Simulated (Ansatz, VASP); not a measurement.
# CsP3: VASP beside Ansatz

```
CELL_PARAMETERS angstrom
-2.38033 2.38033 4.04510
2.38033 -2.38033 4.04510
2.38033 2.38033 -4.04510
ATOMIC_POSITIONS crystal
Cs 0.00000 0.00000 0.00000
P 0.50000 0.50000 0.00000
P 0.25000 0.75000 0.50000
P 0.75000 0.25000 0.50000
```

Alike in both runs: functional PBE; k mesh 14 × 14 × 14; occupations gaussian, width 0.1 eV; no spin polarisation.

Ansatz relaxed the structure, and its values are those at the end. VASP's run is a single point on that final structure, the one shown.

|  | VASP | Ansatz |
| --- | --- | --- |
| version | VASP 6.6.1 | Ansatz 0.2.0 |
| potentials or method | VASP PAW PBE potentials, release 64 (Cs_sv, P), cutoff 520 eV | scalar-relativistic, plane waves, PAW |
| valence electrons in the cell | 24 | 24 |

VASP gave:

```
gap on the k mesh at the Fermi level (eV) : none
pressure (GPa)                            : 0.3
```

Problem. What did Ansatz give for the same quantities?

Solution. gap on the k mesh at the Fermi level (eV): none; pressure (GPa): 0.0.

A gap of «none» marks a metal or a gap that the smearing closes.

Neither program's run includes spin-orbit coupling.
